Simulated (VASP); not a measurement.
Crystal: LiBr (rocksalt type).

```xyz
2
Lattice="0.0000 2.4573 2.4573 2.4573 0.0000 2.4573 2.4573 2.4573 0.0000" Properties=species:S:1:pos:R:3 pbc="T T T"
Li    0.0000    0.0000    0.0000
Br    2.4573    2.4573    2.4573
```

```yaml
Program: VASP 6.6.1
Task: relaxation of cell and atoms
Functional: PBE
Potentials_or_basis: VASP PAW PBE potentials, release 64 (Li_sv, Br)
Cutoff: 750 eV
k_mesh: 12 × 12 × 12
Occupations: fermi-dirac, width 0.08 eV
Spin: no spin polarisation
```

At the start: pressure 18.6 GPa; volume 14.84 Å³/atom.

How do energy, volume and symmetry change on relaxing?

Over 6 steps the energy falls by 257.3 meV/atom and the volume is 20.89 Å³/atom (+40.8 %); space group Fm-3m (No. 225, to 0.1 Å) before and after.

The path:
```tsv
step	energy change (eV)	largest force (eV/Å)	pressure (GPa)	volume (Å³)
1	0.0000	0.0000	18.59	29.67
2	-0.4770	0.0000	3.27	37.70
3	-0.5101	0.0000	1.01	40.25
4	-0.5146	0.0000	0.12	41.55
5	-0.5146	0.0000	-0.05	41.81
6	-0.5146	0.0000	-0.02	41.77
```

Final structure:
```xyz
2
Lattice="0.0000 2.7539 2.7539 2.7539 0.0000 2.7539 2.7539 2.7539 0.0000" Properties=species:S:1:pos:R:3 pbc="T T T"
Li    2.7539    5.5079    2.7539
Br    2.7539    2.7539    2.7539
```

Caveat: the volume moved by over 15 % at a fixed basis, so the end points are rough.
